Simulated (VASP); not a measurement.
# Zr (P6_3/mmc) in VASP: a series of runs

Runs on Zr. Level: LDA. Tasks: single point, relaxation of cell and atoms.

Everything below comes from runs of VASP 6.6.1. Logs are shortened: lines on timing, memory, paths and dates and some standing lists are left out, and cuts for length are marked.

### 1 The cell of the first run

Symmetry: P6_3/mmc, No. 194, hexagonal system. The conventional cell has a = 3.148 Å, b = 3.148 Å, c = 5.079 Å, α = 90.00°, β = 90.00°, γ = 120.00°. Zr (site symmetry -6m2) has 12 Zr at 3.12 to 3.15 Å within 4.1 Å.

### 2 Single point, LDA

Input file INCAR:

```
SYSTEM = Zr
PREC = Accurate
ENCUT = 520
EDIFF = 1E-7
ISMEAR = 1
SIGMA = 0.1
LREAL = .False.
LASPH = .True.
NELM = 60
ALGO = Fast
ISIF = 2
LWAVE = .False.
LCHARG = .False.
GGA = CA
NBANDS = 19
```

Input file KPOINTS:

```
regular mesh
0
Gamma
  16 16 10
  0 0 0
```

Input file POSCAR:

```
Zr
1.0
    3.1482117138      0.0000000000      0.0000000000
   -1.5741058569      2.7264313206      0.0000000000
    0.0000000000      0.0000000000      5.0788963532
Zr
2
Direct
    0.3333333333      0.6666666667      0.2500000000
    0.6666666667      0.3333333333      0.7500000000
```

Potentials or basis: VASP PAW LDA potentials, release 64 (Zr_sv).

Run with:

```
$ cat potpaw_LDA.64/Zr_sv/POTCAR > POTCAR
$ mpirun -np 1 vasp_std > vasp.out
```

OUTCAR:

```text
SYSTEM = Zr
   PREC = Accurate
   ENCUT = 520
   EDIFF = 1E-7
   ISMEAR = 1
   LREAL = .False.
   LASPH = .True.
   NELM = 60
   ISIF = 2
   GGA = CA

 ion  position               nearest neighbor table
   1  0.333  0.667  0.250-   2 3.12   2 3.12   2 3.12   2 3.12   2 3.12   2 3.12
   2  0.667  0.333  0.750-   1 3.12   1 3.12   1 3.12   1 3.12   1 3.12   1 3.12

  LATTYP: Found a hexagonal cell.
 ALAT       =     3.1482117138
 C/A-ratio  =     1.6132639145

  Lattice vectors:

 A1 = (   3.1482117138,   0.0000000000,   0.0000000000)
 A2 = (  -1.5741058569,   2.7264313206,   0.0000000000)
 A3 = (   0.0000000000,   0.0000000000,   5.0788963532)

Analysis of symmetry for initial positions (statically):
=====================================================================
 Subroutine PRICEL returns:
 Original cell was already a primitive cell.

 Routine SETGRP: Setting up the symmetry group for a
 hexagonal supercell.

 Subroutine GETGRP returns: Found 24 space group operations
 (whereof 12 operations were pure point group operations)
 out of a pool of 24 trial point group operations.

The static configuration has the point symmetry D_3d.
 The point group associated with its full space group is D_6h.

Analysis of symmetry for dynamics (positions and initial velocities):
=====================================================================
 Subroutine PRICEL returns:
 Original cell was already a primitive cell.

 Routine SETGRP: Setting up the symmetry group for a
 hexagonal supercell.

 Subroutine GETGRP returns: Found 24 space group operations
 (whereof 12 operations were pure point group operations)
 out of a pool of 24 trial point group operations.

The dynamic configuration has the point symmetry D_3d.
 The point group associated with its full space group is D_6h.

 Subroutine INISYM returns: Found 24 space group operations
 (whereof 12 operations are pure point group operations),
 and found     1 'primitive' translations

----------------------------------------------------------------------------------------

                                     Primitive cell

  volume of cell :      43.5941

  direct lattice vectors                    reciprocal lattice vectors
     3.148211714  0.000000000  0.000000000     0.317640645  0.183389912  0.000000000
    -1.574105857  2.726431321  0.000000000     0.000000000  0.366779824  0.000000000
     0.000000000  0.000000000  5.078896353     0.000000000  0.000000000  0.196893169

  length of vectors
     3.148211714  3.148211714  5.078896353     0.366779824  0.366779824  0.196893169

  position of ions in fractional coordinates (direct lattice)
     0.333333333  0.666666667  0.250000000
     0.666666667  0.333333333  0.750000000

  ion indices of the primitive-cell ions
   primitive index   ion index
                 1           1
                 2           2

----------------------------------------------------------------------------------------

 KPOINTS: regular mesh

Automatic generation of k-mesh.
 Grid dimensions read from file:
 generate k-points for:   16   16   10

 Generating k-lattice:

  Cartesian coordinates                     Fractional coordinates (reciprocal lattice)
     0.019852540  0.011461870  0.000000000     0.062500000 -0.000000000  0.000000000
     0.000000000  0.022923739  0.000000000     0.000000000  0.062500000  0.000000000
     0.000000000  0.000000000  0.019689317     0.000000000  0.000000000  0.100000000

  Length of vectors
     0.022923739  0.022923739  0.019689317

  Shift w.r.t. Gamma in fractional coordinates (k-lattice)
     0.000000000  0.000000000  0.000000000

 Subroutine IBZKPT returns following result:
 ===========================================

 Found    180 irreducible k-points:

 Following reciprocal coordinates:
            Coordinates               Weight
  0.000000  0.000000  0.000000      1.000000
  0.062500  0.000000  0.000000      6.000000
  0.125000  0.000000  0.000000      6.000000
  0.187500 -0.000000  0.000000      6.000000
  0.250000  0.000000  0.000000      6.000000
  0.312500  0.000000  0.000000      6.000000
[... 16 lines left out ...]
  0.187500  0.187500  0.000000      6.000000
  0.250000  0.187500  0.000000     12.000000
 [... further k-points ...]
   k-points           NKPTS =    180   k-points in BZ     NKDIM =    180   number of bands    NBANDS=     19
   number of dos      NEDOS =    301   number of ions     NIONS =      2
   total plane-waves  NPLWV =  23040
   dimension x,y,z NGX =    24 NGY =   24 NGZ =   40
   dimension x,y,z NGXF=    48 NGYF=   48 NGZF=   80
   ions per type =               2
   NGX,Y,Z   is equivalent  to a cutoff of  12.67, 12.67, 13.09 a.u.
   NGXF,Y,Z  is equivalent  to a cutoff of  25.35, 25.35, 26.19 a.u.
 SYSTEM =  Zr
   PREC   = accura    normal or accurate (medium, high low for compatibility)
   ISTART =      0    job   : 0-new  1-cont  2-samecut
   ICHARG =      2    charge: 1-file 2-atom 10-const
   ISPIN  =      1    spin polarized calculation?
   LNONCOLLINEAR =      F non collinear calculations
   LSORBIT =      F    spin-orbit coupling
   LASPH  =      T    aspherical Exc in radial PAW
   ENCUT  =  520.0 eV  38.22 Ry    6.18 a.u.   5.85  5.85  9.44*2*pi/ulx,y,z
   NELM   =     60;   NELMIN=  2; NELMDL= -5     # of ELM steps
   EDIFF  = 0.1E-06   stopping-criterion for ELM
   LREAL  =      F    real-space projection
   EDIFFG = 0.1E-05   stopping-criterion for IOM
   NSW    =      0    number of steps for IOM
   IBRION =     -1    ionic relax: 0-MD 1-quasi-New 2-CG
   NFREE  =      0    steps in history (QN), initial steepest desc. (CG)
   ISIF   =      2    stress and relaxation
   ISYM   =      2    0-nonsym 1-usesym 2-fastsym
   POTIM  = 0.5000    time-step for ionic-motion
   TEBEG  =    0.0;   TEEND  =   0.0 temperature during run
   PSTRESS=    0.0 pullay stress
   NELECT =      24.0000    total number of electrons
   NUPDOWN=      -1.0000    fix difference up-down
   EMIN   =  10.00;   EMAX   =-10.00  energy-range for DOS
   EFERMI =   0.00;   METHOD = LEGACY
   ISMEAR =     1;   SIGMA  =   0.10  broadening in eV -4-tet -1-fermi 0-gaus
   EFERMI_NEDOS =   21; number of points for ismear=-14 and -15
   IALGO  =     68    algorithm
   IMIX   =      4    mixing-type and parameters
     AMIX     =   0.40;   BMIX     =  1.00
     AMIX_MAG =   1.60;   BMIX_MAG =  1.00
  volume/ion in A,a.u.               =      21.80       147.09
  Fermi-wavevector in a.u.,A,eV,Ry     =   1.341743  2.535526 24.494214  1.800274
  Thomas-Fermi vector in A             =   2.469952
   LORBIT       =      0    0 simple, 1 ext, 2 COOP (PROOUT), +10 PAW based schemes
   GGA     = CA    functional components
   LHFCALC =     F    Hartree Fock is set to
   AEXX    =    0.0000 exact exchange contribution
   IVDW    =     0    specifies the selected vdW correction
   LEPSILON=     F    determine dielectric tensor
   LRPA    =     F    only Hartree local field effects (RPA)
 non-spin polarized calculation
 RMM-DIIS sequential band-by-band and
 Methfessel and Paxton  Order N= 1 SIGMA  =   0.10
  energy-cutoff  :      520.00
  volume of cell :       43.59
 maximum number of plane-waves:      1194
 NGX is ok and might be reduce to    24
   NGX = 11   NGY = 11   NGZ = 19

 number of electron      23.9999999 magnetization

 Free energy of the ion-electron system (eV)
  ---------------------------------------------------
  ext. energy  EPLUGINS =         0.00000000
  ---------------------------------------------------
  free energy    TOTEN  =       -18.58408314 eV

  energy without entropy =      -18.58465081  energy(sigma->0) =      -18.58427237

 E-fermi :   9.5620     XC(G=0): -11.5978

 val. band max:        9.5615920005   @ k =   0.3125   0.3125   0.4000
 cond. band min:       9.5739659586   @ k =   0.3125   0.2500   0.5000
 fundamental gap:      0.0123739581
 Fermi energy:         9.5619529532

 k-point     1 :       0.0000    0.0000    0.0000
  band No.  band energies     occupation
      1     -38.8968      2.00000
      2     -38.6986      2.00000
      3     -17.6848      2.00000
      4     -16.6000      2.00000
      5     -16.6000      2.00000
      6     -16.4546      2.00000
[... 11 lines left out ...]
     18      11.8564      0.00000
     19      14.2886      0.00000

 k-point     2 :       0.0625    0.0000    0.0000
  band No.  band energies     occupation
      1     -38.8907      2.00000
      2     -38.6958      2.00000
      3     -17.6699      2.00000
      4     -16.6352      2.00000
      5     -16.6112      2.00000
      6     -16.4724      2.00000
[... 11 lines left out ...]
     18      11.7477      0.00000
     19      14.3697      0.00000

 k-point     3 :       0.1250    0.0000    0.0000
  band No.  band energies     occupation
      1     -38.8730      2.00000
      2     -38.6879      2.00000
      3     -17.6263      2.00000
      4     -16.7354      2.00000
      5     -16.6426      2.00000
      6     -16.5744      2.00000
[... 11 lines left out ...]
     18      11.5492     -0.00000
     19      14.5594      0.00000

 k-point     4 :       0.1875   -0.0000    0.0000
  band No.  band energies     occupation
      1     -38.8459      2.00000
      2     -38.6766      2.00000
      3     -17.5573      2.00000
      4     -16.8847      2.00000
      5     -16.7221      2.00000
      6     -16.6878      2.00000
[... 11 lines left out ...]
     18      12.0519      0.00000
     19      14.7697      0.00000

 k-point     5 :       0.2500    0.0000    0.0000
  band No.  band energies     occupation
      1     -38.8126      2.00000
      2     -38.6644      2.00000
      3     -17.4684      2.00000
      4     -17.0596      2.00000
      5     -16.8895      2.00000
      6     -16.7390      2.00000
[... 11 lines left out ...]
     18      12.7138      0.00000
     19      14.9463      0.00000

 k-point     6 :       0.3125    0.0000    0.0000
  band No.  band energies     occupation
      1     -38.7773      2.00000
      2     -38.6540      2.00000
      3     -17.3676      2.00000
      4     -17.2329      2.00000
      5     -17.0506      2.00000
      6     -16.7886      2.00000
[... 11 lines left out ...]
     18      13.4829      0.00000
     19      15.0719      0.00000

 k-point     7 :       0.3750   -0.0000    0.0000
  band No.  band energies     occupation
      1     -38.7447      2.00000
      2     -38.6476      2.00000
      3     -17.3780      2.00000
      4     -17.2660      2.00000
      5     -17.1830      2.00000
      6     -16.8296      2.00000
[... 11 lines left out ...]
     18      14.2774      0.00000
     19      15.1496      0.00000

 k-point     8 :       0.4375    0.0000    0.0000
  band No.  band energies     occupation
      1     -38.7203      2.00000
      2     -38.6458      2.00000
      3     -17.4740      2.00000
      4     -17.2695      2.00000
      5     -17.1819      2.00000
      6     -16.8565      2.00000
[... 256 lines left out ...]
 k-point    20 :       0.3125    0.1250    0.0000
  band No.  band energies     occupation
      1     -38.7349      2.00000
      2     -38.6463      2.00000
      3     -17.3504      2.00000
      4     -17.2342      2.00000
      5     -17.1872      2.00000
      6     -16.8801      2.00000
[... 11 lines left out ...]
     18      14.8898      0.00000
     19      15.1438      0.00000

 k-point    21 :       0.3750    0.1250    0.0000
  band No.  band energies     occupation
      1     -38.7112      2.00000
      2     -38.6458      2.00000
      3     -17.4376      2.00000
      4     -17.2433      2.00000
      5     -17.1494      2.00000
      6     -16.9258      2.00000
[... 11 lines left out ...]
     18      14.9077      0.00000
     19      15.9845      0.00000

 k-point    22 :       0.4375    0.1250    0.0000
  band No.  band energies     occupation
      1     -38.7017      2.00000
      2     -38.6468      2.00000
      3     -17.4680      2.00000
      4     -17.2629      2.00000
      5     -17.1124      2.00000
      6     -16.9417      2.00000
[... 11 lines left out ...]
     18      14.9126      0.00000
     19      16.4220      0.00000

 k-point    23 :       0.1875    0.1875    0.0000
  band No.  band energies     occupation
      1     -38.7689      2.00000
      2     -38.6518      2.00000
      3     -17.3430      2.00000
      4     -17.1452      2.00000
      5     -17.1340      2.00000
      6     -16.7968      2.00000
[... 11 lines left out ...]
     18      14.2117      0.00000
     19      14.7616      0.00000

 k-point    24 :       0.2500    0.1875    0.0000
  band No.  band energies     occupation
      1     -38.7383      2.00000
      2     -38.6465      2.00000
      3     -17.2715      2.00000
      4     -17.2459      2.00000
      5     -17.1889      2.00000
      6     -16.8781      2.00000
[... 11 lines left out ...]
     18      14.7348      0.00000
     19      15.1490      0.00000

 [... further k-points ...]
[... 5 lines left out ...]
  --------------------------------------------------------------------------------------
  -------------------------------------------------------------------------------------
  Total        0.0187177      0.0187177      0.0351329     -0.0000000     -0.0000000      0.0000000
  in kB        0.6879174      0.6879174      1.2912080     -0.0000000     -0.0000000      0.0000000
  external PRESSURE =       0.8890143 kB  Pullay stress =       0.0000000 kB

 VOLUME and BASIS-vectors are now :
 -----------------------------------------------------------------------------
  energy-cutoff  :      520.00
  volume of cell :       43.59
      direct lattice vectors                 reciprocal lattice vectors
     3.148211714  0.000000000  0.000000000     0.317640645  0.183389912  0.000000000
    -1.574105857  2.726431321  0.000000000     0.000000000  0.366779824  0.000000000
     0.000000000  0.000000000  5.078896353     0.000000000  0.000000000  0.196893169

 POSITION                                       TOTAL-FORCE (eV/Angst)
 -----------------------------------------------------------------------------------
     -0.00000      1.81762      1.26972        -0.000000     -0.000000      0.000000
      1.57411      0.90881      3.80917         0.000000      0.000000      0.000000
 -----------------------------------------------------------------------------------
    total drift:                               -0.000000      0.000000     -0.000000

  FREE ENERGIE OF THE ION-ELECTRON SYSTEM (eV)
  ---------------------------------------------------
  free  energy   TOTEN  =       -18.5840831448 eV

  energy  without entropy=      -18.5846508147  energy(sigma->0) =      -18.58427237
```

Run time: 2.2 min. Hardware: 1 thread of Intel Xeon 6975P-C (Granite Rapids), shared host; peak memory 0.23 GiB.

What came out:

```yaml
Free_energy: -18.5841 eV
Pressure: 0.1 GPa
Band_gap_on_the_k_mesh: zero (bands 12 and 13 overlap by 1.27 eV)
```

(Continued in part 2 of 2.)
